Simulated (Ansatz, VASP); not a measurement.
## HfS2: VASP beside Ansatz

```
S Hf
1.0
     3.61800    0.00000    0.00000
    -1.80900    3.13328    0.00000
     0.00000    0.00000   31.82470
S Hf
2 1
Direct
  0.66667 0.33333 0.45189
  0.33333 0.66667 0.54811
  0.00000 0.00000 0.50000
```

Alike in both runs: task single point; functional PBE; dispersion D3(BJ); k mesh 9 × 9 × 1; occupations gaussian, width 0.02 eV; no spin polarisation.

|  | VASP | Ansatz |
| --- | --- | --- |
| version | VASP 6.6.1 | Ansatz 0.2.0 |
| potentials or method | VASP PAW PBE potentials, release 64 (S, Hf_pv), cutoff 400 eV | scalar-relativistic, plane waves, PAW |
| valence electrons in the cell | 22 | 38 |

VASP gave:

- gap on the k mesh at the Fermi level (eV): 1.03
- least direct gap on the mesh (eV): 2.01
- rms of the force components (eV/Å): 0.445

**Question.** Estimate Ansatz's values.

**Answer.** gap on the k mesh at the Fermi level (eV): 1.02; least direct gap on the mesh (eV): 2.01; rms of the force components (eV/Å): 0.415.

VASP's potentials hold 22 valence electrons a cell and Ansatz's 38, so a difference there can come from the potentials and not from the codes.

Spin-orbit coupling is off throughout.
